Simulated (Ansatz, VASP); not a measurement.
**Bi3O: VASP beside Ansatz**

The input INCAR:

```
SYSTEM = Bi3O
  PREC = Accurate
  ENCUT = 600
  EDIFF = 1E-7
  ISMEAR = 0
  SIGMA = 0.1
  LREAL = .FALSE.
  LASPH = .TRUE.
  NELM = 80
  ALGO = Normal
  ISIF = 3
  LWAVE = .FALSE.
  LCHARG = .FALSE.
  GGA = PE
  IBRION = 2
  NSW = 100
  EDIFFG = -0.01
```

KPOINTS

```
regular mesh
0
G
  6 6 6
  0 0 0
```

The input POSCAR:

```
Bi3O
1.0
    5.8555256400      0.0000000000      0.0000000000
    0.0000000000      5.8555256400      0.0000000000
    0.0000000000      0.0000000000      5.8555256400
Bi O
6 2
Direct
    0.2500000000      0.0000000000      0.5000000000
    0.5000000000      0.7500000000      0.0000000000
    0.7500000000      0.0000000000      0.5000000000
    0.5000000000      0.2500000000      0.0000000000
    0.0000000000      0.5000000000      0.7500000000
    0.0000000000      0.5000000000      0.2500000000
    0.0000000000      0.0000000000      0.0000000000
    0.5000000000      0.5000000000      0.5000000000
```

Input for Ansatz:

```yaml
crystal:
  lattice:
    - [5.85552564, 0.0, 0.0]
    - [0.0, 5.85552564, 0.0]
    - [0.0, 0.0, 5.85552564]
  atoms:
    - { symbol: Bi, position: [0.25, 0.0, 0.5] }
    - { symbol: Bi, position: [0.5, 0.75, 0.0] }
    - { symbol: Bi, position: [0.75, 0.0, 0.5] }
    - { symbol: Bi, position: [0.5, 0.25, 0.0] }
    - { symbol: Bi, position: [0.0, 0.5, 0.75] }
    - { symbol: Bi, position: [0.0, 0.5, 0.25] }
    - { symbol: O, position: [0.0, 0.0, 0.0] }
    - { symbol: O, position: [0.5, 0.5, 0.5] }
basis:
  ecutwfc: 420
kpoints:
  mp_grid: { grid: [6, 6, 6] }
hamiltonian:
  xc: pbe
scf:
  occupations: { method: gaussian, width: 0.1 }
output:
  forces: true
  stress: true
  eigenvalues: true
  write_density: true
  write_potential: true
  elf: true
  volumetric_format: npy
relax:
  adjacent_minimum: "off"
  f_tol: 0.01
  max_steps: 80
  cell: { stress_tol: 0.05 }
```

Change from the starting cell: species swapped into the V3Ir type (Pm-3n, No. 223).

Alike in both runs: task relaxation of cell and atoms; functional PBE; k mesh 6 × 6 × 6; occupations gaussian, width 0.1 eV; no spin polarisation.

```csv
,VASP,Ansatz
version,VASP 6.6.1,Ansatz 0.2.0
potentials or method,"VASP PAW PBE potentials, release 64 (Bi_d, O), cutoff 600 eV","scalar-relativistic, plane waves, PAW"
valence electrons in the cell,102,102
```

VASP gave:

* gap on the k mesh at the Fermi level, each at its own relaxed structure (eV): none
* relaxed volume (Å³/atom): 25.79
* relaxed length of the cell vector where the two differ most in proportion (Å): 5.909

Question: Which values does Ansatz return?

Answer: gap on the k mesh at the Fermi level, each at its own relaxed structure (eV): none; relaxed volume (Å³/atom): 25.81; relaxed length of the cell vector where the two differ most in proportion (Å): 5.910.

A gap of «none» marks a metal or a gap that the smearing closes.

Neither program's run includes spin-orbit coupling.
